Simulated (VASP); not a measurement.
# TaS2 (P-3m1) in VASP: notebook, part 3 of 3

VASP 6.6.1. The steps go on from the part before.

## 5. Electric field gradients, PBE (zz strain of +3 %)

Input file INCAR:

```
SYSTEM = TaS2
ALGO = Normal
EDIFF = 1E-8
ENCUT = 400
GGA = PE
GGA_COMPAT = .FALSE.
ISIF = 2
ISMEAR = -1
LASPH = .TRUE.
LCHARG = .FALSE.
LEFG = .TRUE.
LREAL = .FALSE.
LWAVE = .FALSE.
NBANDS = 18
NELM = 120
PREC = Accurate
SIGMA = 0.03
```

Input file KPOINTS:

```
k-points
0
G
  9 9 5
  0 0 0
```

Input file POSCAR:

```
TaS2
1.0
    3.3500021206      0.0000000000      0.0000000000
   -1.6750010603      2.9011869392      0.0000000000
    0.0000000000      0.0000000000      6.0358000000
Ta S
1 2
Direct
    0.0000000000      0.0000000000      0.0000000000
    0.3333333333      0.6666666667      0.2500000000
    0.6666666667      0.3333333333      0.7500000000
```

Potentials or basis: VASP PAW PBE potentials, release 64 (Ta_pv, S).

Command:

```
$ cat potpaw_PBE.64/Ta_pv/POTCAR potpaw_PBE.64/S/POTCAR > POTCAR
$ mpirun -np 1 vasp_std > vasp.out
```

OUTCAR:

```text
SYSTEM = TaS2
   EDIFF = 1E-8
   ENCUT = 400
   GGA = PE
   ISIF = 2
   ISMEAR = -1
   LASPH = .TRUE.
   LREAL = .FALSE.
   NELM = 120
   PREC = Accurate

 ion  position               nearest neighbor table
   1  0.000  0.000  0.000-   2 2.45   3 2.45   3 2.45   2 2.45   3 2.45   2 2.45
   2  0.333  0.667  0.250-   1 2.45   1 2.45   1 2.45
   3  0.667  0.333  0.750-   1 2.45   1 2.45   1 2.45

  LATTYP: Found a hexagonal cell.
 ALAT       =     3.3500021206
 C/A-ratio  =     1.8017302028

  Lattice vectors:

 A1 = (   3.3500021206,   0.0000000000,   0.0000000000)
 A2 = (  -1.6750010603,   2.9011869392,   0.0000000000)
 A3 = (   0.0000000000,   0.0000000000,   6.0358000000)

Analysis of symmetry for initial positions (statically):
=====================================================================
 Subroutine PRICEL returns:
 Original cell was already a primitive cell.

 Routine SETGRP: Setting up the symmetry group for a
 hexagonal supercell.

 Subroutine GETGRP returns: Found 12 space group operations
 (whereof 12 operations were pure point group operations)
 out of a pool of 24 trial point group operations.

The static configuration has the point symmetry D_3d.

Analysis of symmetry for dynamics (positions and initial velocities):
=====================================================================
 Subroutine PRICEL returns:
 Original cell was already a primitive cell.
[... 167 lines left out ...]
      1     -29.9462      2.00000
      2     -29.9259      2.00000
      3     -29.9259      2.00000
      4      -9.6101      2.00000
      5      -7.7318      2.00000
      6      -1.4983      2.00000
[... 481 lines left out ...]
      5      -7.7242      2.00000
      6      -0.3624      2.00000
[... 10 lines left out ...]
     17      11.9425      0.00000
     18      12.8475      0.00000

 [... further k-points ...]

------------------------ aborting loop because EDIFF is reached ----------------------------------------

  FORCE on cell =-STRESS in cart. coord.  units (eV):
  Direction    XX          YY          ZZ          XY          YZ          ZX
  --------------------------------------------------------------------------------------
  -------------------------------------------------------------------------------------
  Total        1.4673414      1.4673414      2.1841983      0.0000000     -0.0000000      0.0000000
  in kB       40.0761617     40.0761617     59.6550211      0.0000000     -0.0000000      0.0000000
  external PRESSURE =      46.6024481 kB  Pullay stress =       0.0000000 kB

 VOLUME and BASIS-vectors are now :
 -----------------------------------------------------------------------------
  energy-cutoff  :      400.00
  volume of cell :       58.66
      direct lattice vectors                 reciprocal lattice vectors
     3.350002121  0.000000000  0.000000000     0.298507274  0.172343255  0.000000000
    -1.675001060  2.901186939  0.000000000     0.000000000  0.344686510  0.000000000
     0.000000000  0.000000000  6.035800000     0.000000000  0.000000000  0.165678121

 POSITION                                       TOTAL-FORCE (eV/Angst)
 -----------------------------------------------------------------------------------
      0.00000      0.00000      0.00000        -0.000000      0.000000      0.000000
     -0.00000      1.93412      1.50895         0.000000      0.000000      0.541315
      1.67500      0.96706      4.52685        -0.000000     -0.000000     -0.541315
 -----------------------------------------------------------------------------------
    total drift:                               -0.000000      0.000000      0.000000

  FREE ENERGIE OF THE ION-ELECTRON SYSTEM (eV)
  ---------------------------------------------------
  free  energy   TOTEN  =       -23.1136883414 eV

  energy  without entropy=      -23.1085467511  energy(sigma->0) =      -23.11111755

 Electric field gradients (V/A^2)
---------------------------------------------------------------------
 ion       V_xx      V_yy      V_zz      V_xy      V_xz      V_yz
---------------------------------------------------------------------
   1      67.529    67.529  -135.058    -0.000    -0.000     0.000
   2       6.195     6.195   -12.390    -0.000     0.000    -0.000
   3       6.195     6.195   -12.390    -0.000     0.000    -0.000
---------------------------------------------------------------------

 Electric field gradients after diagonalization (V/A^2)
 (convention: |V_zz| > |V_xx| > |V_yy|)
----------------------------------------------------------------------
 ion       V_xx      V_yy      V_zz     asymmetry (V_yy - V_xx)/ V_zz
----------------------------------------------------------------------
   1      67.529    67.529  -135.058       0.000
   2       6.195     6.194   -12.390       0.000
   3       6.195     6.194   -12.390       0.000
----------------------------------------------------------------------

           NMR quadrupolar parameters

 Cq : quadrupolar parameter    Cq=e*Q*V_zz/h
 eta: asymmetry parameters     (V_yy - V_xx)/ V_zz
 Q  : nuclear electric quadrupole moment in mb (millibarn)
----------------------------------------------------------------------
 ion       Cq(MHz)       eta       Q (mb)
----------------------------------------------------------------------
   1      -0.327       0.000       1.000
   2      -0.030       0.000       1.000
   3      -0.030       0.000       1.000
----------------------------------------------------------------------
```

OSZICAR:

```text
N       E                     dE             d eps       ncg     rms          rms(c)
DAV:   1     0.130908666484E+03    0.13091E+03   -0.10065E+04  1808   0.941E+02
DAV:   2    -0.190051994386E+02   -0.14991E+03   -0.14695E+03  2340   0.260E+02
DAV:   3    -0.246355394945E+02   -0.56303E+01   -0.55832E+01  2348   0.496E+01
DAV:   4    -0.246997567614E+02   -0.64217E-01   -0.64162E-01  2352   0.576E+00
DAV:   5    -0.247008078176E+02   -0.10511E-02   -0.10509E-02  2278   0.718E-01    0.199E+01
DAV:   6    -0.232304107249E+02    0.14704E+01   -0.58942E+00  2040   0.148E+01    0.103E+01
DAV:   7    -0.231252342867E+02    0.10518E+00   -0.67872E-01  1974   0.479E+00    0.457E+00
DAV:   8    -0.231163516501E+02    0.88826E-02   -0.14005E-01  2260   0.231E+00    0.109E+00
DAV:   9    -0.231137722539E+02    0.25794E-02   -0.90442E-03  2216   0.655E-01    0.496E-01
DAV:  10    -0.231136453976E+02    0.12686E-03   -0.26377E-03  2204   0.306E-01    0.114E-01
DAV:  11    -0.231136606911E+02   -0.15293E-04   -0.23709E-04  1960   0.878E-02    0.327E-02
DAV:  12    -0.231136856804E+02   -0.24989E-04   -0.28427E-05  2116   0.368E-02    0.162E-02
DAV:  13    -0.231136879997E+02   -0.23193E-05   -0.72650E-06  2132   0.175E-02    0.840E-03
DAV:  14    -0.231136882661E+02   -0.26639E-06   -0.11371E-06  2088   0.629E-03    0.213E-03
DAV:  15    -0.231136883165E+02   -0.50423E-07   -0.10111E-07  2362   0.209E-03    0.152E-03
DAV:  16    -0.231136883530E+02   -0.36471E-07   -0.11636E-08  1426   0.617E-04    0.213E-04
DAV:  17    -0.231136883351E+02    0.17875E-07   -0.11578E-09   992   0.233E-04    0.230E-04
DAV:  18    -0.231136883414E+02   -0.63326E-08   -0.21876E-10   966   0.111E-04
   1 F= -.23113688E+02 E0= -.23111118E+02  d E =-.514159E-02
```

Wall time 21 s (1 thread of AMD EPYC 9R45 (Zen 5), shared host); peak memory 0.15 GiB.

Results:

```yaml
Free_energy: -23.1137 eV
Pressure: 4.7 GPa
Largest_force: 0.541 eV/Å
Band_gap_on_the_k_mesh: zero (an odd number of electrons rules out a gap without spin polarisation)
Largest_electric_field_gradient_by_atom: Ta -135.1; S -12.4 V/Å²
```

Forces on the atoms (eV/Å):
```
Ta   0.000  0.000  0.000
S    0.000  0.000  0.541
S    0.000  0.000 -0.541
```

Levels at points of the mesh, in eV from the Fermi level:
| k point | band 9 | band 10 | band 11 | band 12 | band 13 | band 14 |
| --- | --- | --- | --- | --- | --- | --- |
| (0.00, 0.00, 0.00) | -1.46 | -0.69 | -0.69 | 0.14 | 0.14 | 0.15 |

Electric field gradients, principal values (V/Å²):
```csv
atom,least,middle,greatest (by size)
1 Ta,67.529,67.529,-135.058
2 S,6.194,6.195,-12.390
3 S,6.194,6.195,-12.390
```

Caveat: the cell differs from its parent crystal (zz strain of +3 %); the cell stands under pressure; without QUAD_EFG the Cq values of the log hold for a quadrupole moment of 1 mb, not for the nuclei; spin-orbit coupling is left out, which moves the levels of the heavy elements; this functional lacks dispersion, which binds layers or chains, so the pressure and a relaxed spacing across them are unreliable.

## 6. Electric field gradients, PBE (zz strain of +3 %)

Input file INCAR:

```
PREC     = Accurate       # precision mode
ENCUT    = 400            # plane-wave cutoff, eV
EDIFF    = 1E-8           # SCF threshold, eV
ISMEAR   = -1             # smearing method
SIGMA    = 0.03           # smearing width, eV
LREAL    = False          # projectors in reciprocal space
LASPH    = True           # aspherical terms in the spheres
NELM     = 120            # most SCF steps
ALGO     = Normal         # electronic algorithm
ISIF     = 2              # what is computed and relaxed
LWAVE    = False          # write WAVECAR
LCHARG   = False          # write CHGCAR
GGA      = PE             # functional
LEFG     = True         
NBANDS   = 18             # bands
GGA_COMPAT= False
```

Input file KPOINTS:

```
regular mesh
0
Gamma
  9 9 5
```

POSCAR is that of step 5.

Potentials or basis: VASP PAW PBE potentials, release 64 (Ta_pv, S).

Command:

```
$ cat potpaw_PBE.64/Ta_pv/POTCAR potpaw_PBE.64/S/POTCAR > POTCAR
$ mpirun -np 1 vasp_std > vasp.out
```

OUTCAR:

```text
PREC = Accurate
   ENCUT = 400
   EDIFF = 1E-8
   ISMEAR = -1
   LREAL = False
   LASPH = True
   NELM = 120
   ISIF = 2
   GGA = PE

 ion  position               nearest neighbor table
   1  0.000  0.000  0.000-   2 2.45   3 2.45   3 2.45   2 2.45   3 2.45   2 2.45
   2  0.333  0.667  0.250-   1 2.45   1 2.45   1 2.45
   3  0.667  0.333  0.750-   1 2.45   1 2.45   1 2.45

  LATTYP: Found a hexagonal cell.
 ALAT       =     3.3500021206
 C/A-ratio  =     1.8017302028

  Lattice vectors:

 A1 = (   3.3500021206,   0.0000000000,   0.0000000000)
 A2 = (  -1.6750010603,   2.9011869392,   0.0000000000)
 A3 = (   0.0000000000,   0.0000000000,   6.0358000000)

Analysis of symmetry for initial positions (statically):
=====================================================================
 Subroutine PRICEL returns:
 Original cell was already a primitive cell.

 Routine SETGRP: Setting up the symmetry group for a
 hexagonal supercell.

 Subroutine GETGRP returns: Found 12 space group operations
 (whereof 12 operations were pure point group operations)
 out of a pool of 24 trial point group operations.

The static configuration has the point symmetry D_3d.

Analysis of symmetry for dynamics (positions and initial velocities):
=====================================================================
 Subroutine PRICEL returns:
 Original cell was already a primitive cell.

 Routine SETGRP: Setting up the symmetry group for a
 hexagonal supercell.

 Subroutine GETGRP returns: Found 12 space group operations
 (whereof 12 operations were pure point group operations)
 out of a pool of 24 trial point group operations.

The dynamic configuration has the point symmetry D_3d.

 Subroutine INISYM returns: Found 12 space group operations
 (whereof 12 operations are pure point group operations),
 and found     1 'primitive' translations

----------------------------------------------------------------------------------------

                                     Primitive cell

  volume of cell :      58.6618

  direct lattice vectors                    reciprocal lattice vectors
     3.350002121  0.000000000  0.000000000     0.298507274  0.172343255  0.000000000
    -1.675001060  2.901186939  0.000000000     0.000000000  0.344686510  0.000000000
     0.000000000  0.000000000  6.035800000     0.000000000  0.000000000  0.165678121

  length of vectors
     3.350002121  3.350002121  6.035800000     0.344686510  0.344686510  0.165678121

  position of ions in fractional coordinates (direct lattice)
     0.000000000  0.000000000  0.000000000
     0.333333333  0.666666667  0.250000000
     0.666666667  0.333333333  0.750000000

  ion indices of the primitive-cell ions
   primitive index   ion index
                 1           1
                 2           2
                 3           3

[... 80 lines left out ...]
   TEBEG  =    0.0;   TEEND  =   0.0 temperature during run
   PSTRESS=    0.0 pullay stress
   NELECT =      23.0000    total number of electrons
   NUPDOWN=      -1.0000    fix difference up-down
   EMIN   =  10.00;   EMAX   =-10.00  energy-range for DOS
   EFERMI =   0.00;   METHOD = LEGACY
   ISMEAR =    -1;   SIGMA  =   0.03  broadening in eV -4-tet -1-fermi 0-gaus
   EFERMI_NEDOS =   21; number of points for ismear=-14 and -15
   IALGO  =     38    algorithm
   IMIX   =      4    mixing-type and parameters
     AMIX     =   0.40;   BMIX     =  1.00
     AMIX_MAG =   1.60;   BMIX_MAG =  1.00
  volume/ion in A,a.u.               =      19.55       131.96
  Fermi-wavevector in a.u.,A,eV,Ry     =   1.198208  2.264285 19.533919  1.435703
  Thomas-Fermi vector in A             =   2.334103
   LORBIT       =      0    0 simple, 1 ext, 2 COOP (PROOUT), +10 PAW based schemes
   GGA     = PE    functional components
   LHFCALC =     F    Hartree Fock is set to
   AEXX    =    0.0000 exact exchange contribution
   IVDW    =     0    specifies the selected vdW correction
   LEPSILON=     F    determine dielectric tensor
   LRPA    =     F    only Hartree local field effects (RPA)
 non-spin polarized calculation
  energy-cutoff  :      400.00
  volume of cell :       58.66
 maximum number of plane-waves:      1091
 NGX is ok and might be reduce to    24
   NGX = 11   NGY = 11   NGZ = 19

 number of electron      23.0000001 magnetization

 Free energy of the ion-electron system (eV)
  ---------------------------------------------------
  ext. energy  EPLUGINS =         0.00000000
  ---------------------------------------------------
  free energy    TOTEN  =       -23.11368834 eV

  energy without entropy =      -23.10854675  energy(sigma->0) =      -23.11111755

 E-fermi :   5.3256     XC(G=0): -10.3664

 val. band max:        5.3210374581   @ k =   0.2222   0.1111   0.0000
 cond. band min:       5.3309584876   @ k =   0.3333   0.1111   0.2000
 fundamental gap:      0.0099210295
 Fermi energy:         5.3255857503

 k-point     1 :       0.0000    0.0000    0.0000
  band No.  band energies     occupation
      1     -29.9462      2.00000
      2     -29.9259      2.00000
      3     -29.9259      2.00000
      4      -9.6101      2.00000
      5      -7.7318      2.00000
      6      -1.4983      2.00000
[... 481 lines left out ...]
      5      -7.7242      2.00000
      6      -0.3624      2.00000
[... 10 lines left out ...]
     17      11.9425      0.00000
     18      12.8475      0.00000

 [... further k-points ...]

------------------------ aborting loop because EDIFF is reached ----------------------------------------

  FORCE on cell =-STRESS in cart. coord.  units (eV):
  Direction    XX          YY          ZZ          XY          YZ          ZX
  --------------------------------------------------------------------------------------
  -------------------------------------------------------------------------------------
  Total        1.4673414      1.4673414      2.1841983      0.0000000     -0.0000000      0.0000000
  in kB       40.0761617     40.0761617     59.6550211      0.0000000     -0.0000000      0.0000000
  external PRESSURE =      46.6024481 kB  Pullay stress =       0.0000000 kB

 VOLUME and BASIS-vectors are now :
 -----------------------------------------------------------------------------
  energy-cutoff  :      400.00
  volume of cell :       58.66
      direct lattice vectors                 reciprocal lattice vectors
     3.350002121  0.000000000  0.000000000     0.298507274  0.172343255  0.000000000
    -1.675001060  2.901186939  0.000000000     0.000000000  0.344686510  0.000000000
     0.000000000  0.000000000  6.035800000     0.000000000  0.000000000  0.165678121

 POSITION                                       TOTAL-FORCE (eV/Angst)
 -----------------------------------------------------------------------------------
      0.00000      0.00000      0.00000        -0.000000      0.000000      0.000000
     -0.00000      1.93412      1.50895         0.000000      0.000000      0.541315
      1.67500      0.96706      4.52685        -0.000000     -0.000000     -0.541315
 -----------------------------------------------------------------------------------
    total drift:                               -0.000000      0.000000      0.000000

  FREE ENERGIE OF THE ION-ELECTRON SYSTEM (eV)
  ---------------------------------------------------
  free  energy   TOTEN  =       -23.1136883414 eV

  energy  without entropy=      -23.1085467511  energy(sigma->0) =      -23.11111755

 Electric field gradients (V/A^2)
---------------------------------------------------------------------
 ion       V_xx      V_yy      V_zz      V_xy      V_xz      V_yz
---------------------------------------------------------------------
   1      67.529    67.529  -135.058    -0.000    -0.000     0.000
   2       6.195     6.195   -12.390    -0.000     0.000    -0.000
   3       6.195     6.195   -12.390    -0.000     0.000    -0.000
---------------------------------------------------------------------

 Electric field gradients after diagonalization (V/A^2)
 (convention: |V_zz| > |V_xx| > |V_yy|)
----------------------------------------------------------------------
 ion       V_xx      V_yy      V_zz     asymmetry (V_yy - V_xx)/ V_zz
----------------------------------------------------------------------
   1      67.529    67.529  -135.058       0.000
   2       6.195     6.194   -12.390       0.000
   3       6.195     6.194   -12.390       0.000
----------------------------------------------------------------------

           NMR quadrupolar parameters

 Cq : quadrupolar parameter    Cq=e*Q*V_zz/h
 eta: asymmetry parameters     (V_yy - V_xx)/ V_zz
 Q  : nuclear electric quadrupole moment in mb (millibarn)
----------------------------------------------------------------------
 ion       Cq(MHz)       eta       Q (mb)
----------------------------------------------------------------------
   1      -0.327       0.000       1.000
   2      -0.030       0.000       1.000
   3      -0.030       0.000       1.000
----------------------------------------------------------------------
```

Wall time 21 s (1 thread of AMD EPYC 9R45 (Zen 5), shared host); peak memory 0.15 GiB.

What came out:

| Property | Result |
| --- | --- |
| Free energy | -23.1137 eV |
| Pressure | 4.7 GPa |
| Largest force | 0.541 eV/Å |
| Band gap on the k mesh | zero (an odd number of electrons rules out a gap without spin polarisation) |
| Largest electric field gradient by atom | Ta -135.1; S -12.4 V/Å² |

Forces on the atoms (eV/Å):
```
Ta   0.000  0.000  0.000
S    0.000  0.000  0.541
S    0.000  0.000 -0.541
```

Levels at points of the mesh, in eV from the Fermi level:
```
           k point  band 8  band 9  band 10  band 11  band 12  band 13  band 14  band 15
(0.00, 0.00, 0.00)   -3.96   -1.46    -0.69    -0.69     0.14     0.14     0.15     3.98
```

Electric field gradients, principal values (V/Å²):
```csv
atom,least,middle,greatest (by size)
1 Ta,67.529,67.529,-135.058
2 S,6.194,6.195,-12.390
3 S,6.194,6.195,-12.390
```

Caveat: the cell differs from its parent crystal (zz strain of +3 %); the cell stands under pressure; without QUAD_EFG the Cq values of the log hold for a quadrupole moment of 1 mb, not for the nuclei; spin-orbit coupling is left out, which moves the levels of the heavy elements; this functional lacks dispersion, which binds layers or chains, so the pressure and a relaxed spacing across them are unreliable.

## 7. The runs side by side

| cell | gap on the mesh (eV) | pressure (GPa) | largest force (eV/Å) |
| --- | --- | --- | --- |
| a = 3.350, b = 3.350, c = 5.743 Å, angles 90.0, 90.0, 120.0°, 3 atoms | none | 12.5 | 1.73 |
| a = 3.350, b = 3.350, c = 5.919 Å, angles 90.0, 90.0, 120.0°, 3 atoms | none | 7.6 | 1.02 |
| a = 3.350, b = 3.350, c = 6.036 Å, angles 90.0, 90.0, 120.0°, 3 atoms | none | 4.7 | 0.54 |

Alike in all rows: task electric field gradients; level PBE; potentials or basis VASP PAW PBE potentials, release 64 (Ta_pv, S); no spin polarisation; k mesh 9 × 9 × 5; cutoff (eV) 400; smearing fermi-dirac 0.03 eV.

Caveats: spin-orbit coupling is left out, which moves the levels of the heavy elements; this functional lacks dispersion, which binds layers or chains, so the pressure and a relaxed spacing across them are unreliable; forces of over 1 eV/Å act on the atoms, so gaps and moduli don't describe the material at rest (at least some runs); the cell stands under pressure (at least some runs); the stress differs along the axes, from 10 to 17 GPa (at least some runs).

Total energies depend on the potentials used, so only differences within one code and one set of settings carry meaning.

The gap in the log of VASP goes by the Fermi energy; the results here count the filled bands.